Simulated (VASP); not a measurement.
Runs of VASP 6.6.1 on Ga. The structure is that of space group Cmcm (No. 63), or close to it. The cells are those of the table. 

```csv
cell,further INCAR settings,gap on the mesh (eV),pressure (GPa),largest force (eV/Å)
"a = 4.100, b = 4.100, c = 3.011 Å, angles 90.0, 90.0, 140.7°, 2 atoms",ALGO = Fast; EDIFF = 1e-06; NBANDS = 20,none,(b),0.27
"a = 4.316, b = 4.316, c = 3.011 Å, angles 90.0, 90.0, 140.7°, 2 atoms",ALGO = Fast; EDIFF = 1e-06; NBANDS = 20,none,(a),0.23
"a = 4.532, b = 4.532, c = 3.011 Å, angles 90.0, 90.0, 140.7°, 2 atoms",ALGO = Fast; EDIFF = 1e-07; NBANDS = 20,none,-3.3,0.21
"a = 4.100, b = 4.100, c = 3.170 Å, angles 90.0, 90.0, 140.7°, 2 atoms",ALGO = Fast; EDIFF = 1e-07; NBANDS = 20,none,4.6,0.20
"a = 4.100, b = 4.100, c = 3.329 Å, angles 90.0, 90.0, 140.7°, 2 atoms",ALGO = Fast; EDIFF = 1e-06; NBANDS = 20,none,1.1,0.13
"a = 4.100, b = 4.100, c = 3.091 Å, angles 90.0, 90.0, 140.7°, 2 atoms",ALGO = Fast; EDIFF = 1e-06; NBANDS = 20,none,6.7,0.24
```

Alike in all rows: task single point; level PBEsol; potentials or basis VASP PAW PBE potentials, release 64 (Ga_d); no spin polarisation; k mesh 18 × 18 × 16; cutoff (eV) 520; smearing gaussian 0.15 eV.

Question: Estimate the missing entries.

Answer: (a) 1.4; (b) 9.5.

Caveats: the PAW data sets were made with another functional, which shifts forces and pressure a little; the cell stands under pressure (at least some runs); the stress differs along the axes, from 5 to 13 GPa (at least some runs); the stress differs along the axes, from -2 to 4 GPa (at least some runs); the cell stands under tension (at least some runs).

A k mesh can miss the band edges, and the runs leave out spin-orbit coupling on Ga.

A gap of «none» marks levels without a gap at the run's occupations.
